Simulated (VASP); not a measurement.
# P in VASP: a series of runs

Runs on P. Level: r2SCAN. Tasks: single point.

Program: VASP 6.6.1. These are calculated values, not measurements. Logs are shortened: lines on timing, memory, paths and dates and some standing lists are left out, and cuts for length are marked.

## Step 1: The cell of the first run

The cell holds a slab with vacuum, 4 atoms: a = 4.628 Å, b = 3.292 Å, c = 27.820 Å, α = 90.00°, β = 90.00°, γ = 90.00°.

## Step 2: Single point, r2SCAN

POSCAR

```
P
1.0
    4.6275012813      0.0000000000      0.0000000000
    0.0000000000      3.2918675517      0.0000000000
    0.0000000000      0.0000000000     27.8195791164
P
4
Direct
    0.0912381700      0.0000000000      0.3789328400
    0.4087618300      0.5000000000      0.3789328400
    0.5912381700      0.5000000000      0.3040393905
    0.9087618300      0.0000000000      0.3040393905
```

INCAR.step1

```
SYSTEM = P
ALGO = Normal
DIPOL = 0.5 0.5 0.341
EDIFF = 1E-4
ENCUT = 520
GGA = PE
IDIPOL = 3
ISMEAR = 0
LASPH = .True.
LCHARG = .False.
LDIPOL = .True.
LREAL = .False.
LWAVE = .True.
NBANDS = 18
NELM = 80
PREC = Accurate
SIGMA = 0.01
```

INCAR.step2

```
SYSTEM = P
ALGO = Normal
DIPOL = 0.5 0.5 0.341
EDIFF = 1E-6
ENCUT = 520
IDIPOL = 3
ISIF = 2
ISMEAR = 0
ISTART = 1
LASPH = .True.
LCHARG = .True.
LDIPOL = .True.
LELF = .True.
LMIXTAU = .True.
LREAL = .False.
LVACPOTAV = .True.
LVHAR = .True.
LWAVE = .False.
METAGGA = R2SCAN
NBANDS = 18
NELM = 80
PREC = Accurate
SIGMA = 0.01
```

KPOINTS

```
k-points
0
Gamma
  6 8 1
  0 0 0
```

Potentials or basis: VASP PAW PBE potentials, release 64 (P).

On the command line:

```bash
$ cat potpaw_PBE.64/P/POTCAR > POTCAR
$ cp INCAR.step1 INCAR
$ mpirun -np 1 vasp_std > vasp.out
$ cp INCAR.step2 INCAR
$ mpirun -np 1 vasp_std > vasp.out
```

OUTCAR:

```text
SYSTEM = P
   EDIFF = 1E-6
   ENCUT = 520
   ISIF = 2
   ISMEAR = 0
   ISTART = 1
   LASPH = .True.
   LREAL = .False.
   METAGGA = R2SCAN
   NELM = 80
   PREC = Accurate

 ion  position               nearest neighbor table
   1  0.091  0.000  0.379-   2 2.21   2 2.21   4 2.25
   2  0.409  0.500  0.379-   1 2.21   1 2.21   3 2.25
   3  0.591  0.500  0.304-   4 2.21   4 2.21   2 2.25
   4  0.909  0.000  0.304-   3 2.21   3 2.21   1 2.25

  LATTYP: Found a simple orthorhombic cell.
 ALAT       =     3.2918675517
 B/A-ratio  =     1.4057373842
 C/A-ratio  =     8.4510019554

  Lattice vectors:

 A1 = (   0.0000000000,  -3.2918675517,   0.0000000000)
 A2 = (   4.6275012813,   0.0000000000,   0.0000000000)
 A3 = (   0.0000000000,   0.0000000000,  27.8195791164)

Analysis of symmetry for initial positions (statically):
=====================================================================
 Subroutine PRICEL returns:
 Original cell was already a primitive cell.

 Routine SETGRP: Setting up the symmetry group for a
 simple orthorhombic supercell.

 Subroutine GETGRP returns: Found  8 space group operations
 (whereof  2 operations were pure point group operations)
 out of a pool of  8 trial point group operations.

The static configuration has the point symmetry C_1h.
 The point group associated with its full space group is D_2h.

Analysis of symmetry for dynamics (positions and initial velocities):
=====================================================================
 Subroutine PRICEL returns:
 Original cell was already a primitive cell.

 Routine SETGRP: Setting up the symmetry group for a
 simple orthorhombic supercell.

 Subroutine GETGRP returns: Found  8 space group operations
 (whereof  2 operations were pure point group operations)
 out of a pool of  8 trial point group operations.

The dynamic configuration has the point symmetry C_1h.
 The point group associated with its full space group is D_2h.

 Subroutine INISYM returns: Found  8 space group operations
 (whereof  2 operations are pure point group operations),
 and found     1 'primitive' translations

----------------------------------------------------------------------------------------

                                     Primitive cell

  volume of cell :     423.7790

  direct lattice vectors                    reciprocal lattice vectors
     4.627501281  0.000000000  0.000000000     0.216099346  0.000000000  0.000000000
     0.000000000  3.291867552  0.000000000     0.000000000  0.303778929  0.000000000
[... 93 lines left out ...]
   TEBEG  =    0.0;   TEEND  =   0.0 temperature during run
   PSTRESS=    0.0 pullay stress
   NELECT =      20.0000    total number of electrons
   NUPDOWN=      -1.0000    fix difference up-down
   EMIN   =  10.00;   EMAX   =-10.00  energy-range for DOS
   EFERMI =   0.00;   METHOD = LEGACY
   ISMEAR =     0;   SIGMA  =   0.01  broadening in eV -4-tet -1-fermi 0-gaus
   EFERMI_NEDOS =   21; number of points for ismear=-14 and -15
   IALGO  =     38    algorithm
   IMIX   =      4    mixing-type and parameters
     AMIX     =   0.40;   BMIX     =  1.00
     AMIX_MAG =   1.60;   BMIX_MAG =  1.00
  volume/ion in A,a.u.               =     105.94       714.95
  Fermi-wavevector in a.u.,A,eV,Ry     =   0.591614  1.117988  4.762134  0.350007
  Thomas-Fermi vector in A             =   1.640110
   LORBIT       =      0    0 simple, 1 ext, 2 COOP (PROOUT), +10 PAW based schemes
   METAGGA = R2SCAN    functional components
   LHFCALC =     F    Hartree Fock is set to
   AEXX    =    0.0000 exact exchange contribution
   IVDW    =     0    specifies the selected vdW correction
   LEPSILON=     F    determine dielectric tensor
   LRPA    =     F    only Hartree local field effects (RPA)
 non-spin polarized calculation
 Gauss-broadening in eV      SIGMA  =   0.01
  energy-cutoff  :      520.00
  volume of cell :      423.78
 maximum number of plane-waves:     11464
 NGX is ok and might be reduce to    36
   NGX = 17   NGY = 13   NGZ =103

 dipolmoment           0.000000      0.000000      0.000001 electrons x Angstroem

 number of electron      20.0000000 magnetization

 dipolmoment           0.000000      0.000000     -0.000000 electrons x Angstroem

 Free energy of the ion-electron system (eV)
  ---------------------------------------------------
  ext. energy  EPLUGINS =         0.00000000
  ---------------------------------------------------
  free energy    TOTEN  =       -35.78867975 eV

  energy without entropy =      -35.78867975  energy(sigma->0) =      -35.78867975

 E-fermi :  -3.1041     XC(G=0):  -2.1633

 val. band max:       -3.2168613512   @ k =   0.0000   0.0000   0.0000
 cond. band min:      -2.0985582602   @ k =   0.0000   0.0000   0.0000
 fundamental gap:      1.1183030910
 Fermi energy:        -3.1041193432

 k-point     1 :       0.0000    0.0000    0.0000
  band No.  band energies     occupation
      1     -19.0471      2.00000
      2     -16.4385      2.00000
      3     -12.8927      2.00000
      4      -9.2401      2.00000
      5      -8.0162      2.00000
      6      -7.9424      2.00000
[... 397 lines left out ...]
      5      -8.4840      2.00000
      6      -8.4840      2.00000
[... 10 lines left out ...]
     17       3.7271      0.00000
     18       3.7271      0.00000

------------------------ aborting loop because EDIFF is reached ----------------------------------------

 vacuum level on the upper side and lower side of the slab       (xc-potential included)        -0.030        -0.029

  FORCE on cell =-STRESS in cart. coord.  units (eV):
  Direction    XX          YY          ZZ          XY          YZ          ZX
  --------------------------------------------------------------------------------------
  -------------------------------------------------------------------------------------
  Total       -0.3280238     -0.3599744     -0.2607136      0.0000000      0.0000000      0.0000000
  in kB       -1.2401564     -1.3609516     -0.9856776      0.0000000      0.0000000      0.0000000
  external PRESSURE =      -1.1955952 kB  Pullay stress =       0.0000000 kB

 VOLUME and BASIS-vectors are now :
 -----------------------------------------------------------------------------
  energy-cutoff  :      520.00
  volume of cell :      423.78
      direct lattice vectors                 reciprocal lattice vectors
     4.627501281  0.000000000  0.000000000     0.216099346  0.000000000  0.000000000
     0.000000000  3.291867552  0.000000000     0.000000000  0.303778929  0.000000000
     0.000000000  0.000000000 27.819579116     0.000000000  0.000000000  0.035945907

 POSITION                                       TOTAL-FORCE (eV/Angst)
 -----------------------------------------------------------------------------------
      0.42220      0.00000     10.54175         0.078731      0.000000     -0.058199
      1.89155      1.64593     10.54175        -0.078731     -0.000000     -0.058199
      2.73596      1.64593      8.45825         0.078731      0.000000      0.058199
      4.20530      0.00000      8.45825        -0.078731     -0.000000      0.058199
 -----------------------------------------------------------------------------------
    total drift:                               -0.000000      0.000000      0.000005

  FREE ENERGIE OF THE ION-ELECTRON SYSTEM (eV)
  ---------------------------------------------------
  free  energy   TOTEN  =       -35.7886797539 eV

  energy  without entropy=      -35.7886797539  energy(sigma->0) =      -35.78867975

 vacuum level on the upper side and lower side of the slab         2.004         2.004
```

It took 6.6 min on 1 thread of Intel Xeon 6975P-C (Granite Rapids), shared host; peak memory 0.52 GiB.

What came out:

```yaml
Free_energy: -35.7887 eV
Largest_force: 0.098 eV/Å
Band_gap_on_the_k_mesh: 1.12 eV
Ionisation_potential_of_the_upper_face: 5.22 eV
```

Forces on the atoms (eV/Å):
```
P    0.079  0.000 -0.058
P   -0.079  0.000 -0.058
P    0.079  0.000  0.058
P   -0.079  0.000  0.058
```

Levels at points of the mesh, in eV from the valence-band top:
| k point | band 7 | band 8 | band 9 | band 10 | band 11 | band 12 | band 13 | band 14 |
| --- | --- | --- | --- | --- | --- | --- | --- | --- |
| (0.00, 0.00, 0.00) | -3.65 | -1.99 | -1.70 | 0.00 | 1.12 | 1.86 | 2.95 | 3.52 |
| (0.50, 0.00, 0.00) | -2.82 | -2.82 | -1.42 | -1.42 | 2.39 | 2.39 | 3.97 | 3.97 |
| (0.00, 0.50, 0.00) | -2.88 | -2.88 | -2.02 | -2.02 | 1.48 | 1.48 | 2.49 | 2.49 |
| (0.50, 0.50, 0.00) | -4.71 | -4.71 | -1.15 | -1.15 | 2.62 | 2.62 | 4.09 | 4.09 |

Caveat: the PAW data sets were made with another functional, which shifts forces and pressure a little.

## Step 3: Single point, r2SCAN (uniaxial y strain +1.0%)

POSCAR

```
P
1.0
    4.6275012813      0.0000000000      0.0000000000
    0.0000000000      3.3247862272      0.0000000000
    0.0000000000      0.0000000000     27.8195791164
P
4
Direct
    0.0917030157      0.0000000000      0.3788886327
    0.4082969843      0.5000000000      0.3788886327
    0.5917030157      0.5000000000      0.3040835978
    0.9082969843      0.0000000000      0.3040835978
```

INCAR.step1

```
SYSTEM = P
PREC     = Accurate       ! precision mode
ENCUT    = 520            ! plane-wave cutoff, eV
ISMEAR   = 0              ! smearing method
SIGMA    = 0.01           ! smearing width, eV
LREAL    = .False.        ! projectors in reciprocal space
LASPH    = .True.         ! aspherical terms in the spheres
NELM     = 100            ! most SCF steps
LDIPOL   = .True.       
IDIPOL   = 3            
DIPOL    = 0.5 0.5 0.341
NBANDS   = 18             ! bands
GGA      = PE             ! functional
ALGO     = Normal         ! electronic algorithm
EDIFF    = 1E-4           ! SCF threshold, eV
LWAVE    = .True.         ! write WAVECAR
LCHARG   = .False.        ! write CHGCAR
```

INCAR.step2

```
SYSTEM = P
PREC     = Accurate       ! precision mode
ENCUT    = 520            ! plane-wave cutoff, eV
EDIFF    = 1E-6           ! SCF threshold, eV
ISMEAR   = 0              ! smearing method
SIGMA    = 0.01           ! smearing width, eV
LREAL    = .False.        ! projectors in reciprocal space
LASPH    = .True.         ! aspherical terms in the spheres
NELM     = 100            ! most SCF steps
ALGO     = Normal         ! electronic algorithm
ISIF     = 2              ! what is computed and relaxed
LWAVE    = .False.        ! write WAVECAR
LCHARG   = .False.        ! write CHGCAR
LDIPOL   = .True.       
IDIPOL   = 3            
DIPOL    = 0.5 0.5 0.341
METAGGA  = R2SCAN         ! meta-GGA
LMIXTAU  = .True.       
NBANDS   = 18             ! bands
ISTART   = 1
```

KPOINTS

```
Automatic mesh
0
Gamma
  6 8 1
  0 0 0
```

Potentials or basis: VASP PAW PBE potentials, release 64 (P).

On the command line:

```bash
$ cat potpaw_PBE.64/P/POTCAR > POTCAR
$ cp INCAR.step1 INCAR
$ mpirun -np 1 vasp_std > vasp.out
$ cp INCAR.step2 INCAR
$ mpirun -np 1 vasp_std > vasp.out
```

Wall time 5.9 min (1 thread of Intel Xeon 6975P-C (Granite Rapids), shared host); peak memory 0.55 GiB.

It converged, with:

| Item | Value |
| --- | --- |
| Free energy | -35.7809 eV |
| Largest force | 0.095 eV/Å |
| Band gap on the k mesh | 1.18 eV |

Forces on the atoms (eV/Å):
```
P    0.073  0.000 -0.060
P   -0.073  0.000 -0.060
P    0.073  0.000  0.060
P   -0.073  0.000  0.060
```

Levels at points of the mesh, in eV from the valence-band top:
| k point | band 7 | band 8 | band 9 | band 10 | band 11 | band 12 | band 13 | band 14 |
| --- | --- | --- | --- | --- | --- | --- | --- | --- |
| (0.00, 0.00, 0.00) | -3.77 | -2.10 | -1.64 | 0.00 | 1.18 | 1.71 | 2.76 | 3.40 |
| (0.50, 0.00, 0.00) | -2.94 | -2.94 | -1.43 | -1.43 | 2.23 | 2.23 | 3.85 | 3.85 |
| (0.00, 0.50, 0.00) | -2.88 | -2.88 | -2.02 | -2.02 | 1.50 | 1.50 | 2.52 | 2.52 |
| (0.50, 0.50, 0.00) | -4.70 | -4.70 | -1.15 | -1.15 | 2.62 | 2.62 | 4.10 | 4.10 |

Caveat: the cell differs from its parent crystal (uniaxial y strain +1.0%); the PAW data sets were made with another functional, which shifts forces and pressure a little.

(Continued in part 2 of 2.)
